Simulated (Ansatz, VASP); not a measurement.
AlN in VASP and in Ansatz

```
Al N
1.0
     3.18842    0.00000    0.00000
    -1.59421    2.76125    0.00000
     0.00000    0.00000    4.33211
Al N
2 2
Direct
  0.33333 0.66667 0.75000
  0.66667 0.33333 0.25000
  0.33333 0.66667 0.25000
  0.66667 0.33333 0.75000
```

Alike in both runs: task single point; functional PBEsol; k mesh 9 × 9 × 6; occupations gaussian, width 0.05 eV; no spin polarisation.

|  | VASP | Ansatz |
| --- | --- | --- |
| version | VASP 6.6.1 | Ansatz 0.2.0 |
| potentials or method | VASP PAW PBE potentials, release 64 (Al, N), cutoff 520 eV | scalar-relativistic, plane waves, PAW |
| valence electrons in the cell | 16 | 16 |

VASP gave:

* gap on the k mesh at the Fermi level (eV): 3.37
* least direct gap on the mesh (eV): 3.37
* pressure (GPa): 10.0
* traceless stress, the component that is largest in VASP (GPa): -12.84

Task: Which values does Ansatz return?

Result: gap on the k mesh at the Fermi level (eV): 3.35; least direct gap on the mesh (eV): 3.35; pressure (GPa): 9.9; traceless stress, the component that is largest in VASP (GPa): -12.69.

VASP's potentials were made for PBE, not for PBEsol, and Ansatz warns of the same on its side. The functional is the same, so the differences come from potentials, cutoffs and numerics.
